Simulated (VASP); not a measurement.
Si7O16 (a cell with a defect): single point with PBE

The system is Si7O16 (a cell with a defect).

```
Si O
1.0
    -4.15010   -4.15010    0.00000
     4.15010   -4.15010    0.00000
     0.00000    0.00000    5.31500
Si O
7 16
Cartesian
  -0.0005 -4.1412 -0.0033
  2.0741 -2.0655 1.3117
  -0.0007 -4.1413 2.6542
  2.0738 -2.0652 3.9968
  -2.0768 -2.0665 1.3285
  -0.0016 0.0085 2.6547
  -2.0766 -2.0665 3.9804
  1.2579 -2.8817 -0.0031
  0.8534 -0.8465 1.4063
  -1.2600 -5.3997 -0.0031
  3.2935 -3.2866 1.4058
  1.2494 -2.8901 2.6542
  0.8531 -0.8460 3.9033
  -1.2520 -5.3914 2.6541
  3.2931 -3.2861 3.9027
  -2.8497 -2.8400 -0.0030
  0.8048 -4.9466 1.3338
  -1.3030 -1.2937 -0.0030
  -0.8064 -3.3355 1.3340
  -2.8836 -2.8738 2.6544
  0.8048 -4.9466 3.9747
  -1.2694 -1.2596 2.6544
  -0.8064 -3.3356 3.9746
```

| Property | Result |
| --- | --- |
| Program | VASP 6.6.1 |
| Task | single point |
| Functional | PBE |
| Potentials or basis | VASP PAW PBE potentials, release 64 (Si, O) |
| Cutoff | 520 eV |
| k mesh | 2 × 2 × 2 |
| Occupations | gaussian, width 0.02 eV |
| Spin | no spin polarisation |

The pressure is 16.7 GPa. The largest force is 0.043 eV/Å and the band gap on the k mesh is zero (band 62 reaches 6.68 eV, above the bottom of band 63 at 6.41 eV).

Forces on the atoms (eV/Å):
```
Si  -0.009  0.009  0.002
Si   0.002 -0.012 -0.010
Si  -0.011  0.005  0.002
Si  -0.002 -0.009  0.012
Si   0.012 -0.006  0.041
Si  -0.004  0.000 -0.004
Si   0.009 -0.007 -0.041
O   -0.002 -0.004 -0.002
O   -0.006  0.011 -0.013
O    0.002  0.005 -0.004
O    0.005 -0.002 -0.010
O    0.000 -0.001  0.001
O   -0.004  0.006  0.011
O    0.010  0.008  0.005
O    0.006 -0.005  0.009
O   -0.020 -0.019 -0.004
O    0.009 -0.012  0.002
O    0.020  0.024 -0.002
O   -0.007  0.003 -0.004
O   -0.014 -0.008  0.003
O    0.007 -0.011 -0.001
O    0.009  0.017  0.003
O   -0.010  0.008  0.003
```

Stress tensor (GPa, compression positive):
```
15.52  0.42  0.00
 0.42 15.52  0.00
 0.00  0.00 19.09
```

Levels at points of the mesh, in eV from the Fermi level:
```tsv
k point	band 60	band 61	band 62	band 63	band 64	band 65
(0.00, 0.00, 0.00)	-0.06	-0.04	0.03	0.21	0.71	6.79
(0.50, 0.00, 0.00)	-0.25	-0.06	-0.04	-0.04	0.10	7.73
(0.00, 0.50, 0.00)	-0.54	-0.42	-0.16	0.31	0.32	7.48
(0.50, 0.50, 0.00)	-0.29	-0.19	0.01	0.10	0.33	8.41
(0.00, 0.00, 0.50)	-0.26	-0.09	-0.08	0.00	0.08	8.47
(0.50, 0.00, 0.50)	-0.11	0.00	0.12	0.16	0.29	8.90
(0.00, 0.50, 0.50)	-0.13	-0.12	-0.12	-0.01	0.05	8.56
(0.50, 0.50, 0.50)	-0.45	-0.44	-0.36	-0.15	0.14	9.72
```

Run time: 3.6 min on 1 thread of Intel(R) Xeon(R) Platinum 8259CL CPU @ 2.50GHz (Skylake/Cascade Lake) (shared host), peak memory 0.31 GiB.

Caveat: the k points lie up to 0.59 Å⁻¹ apart.
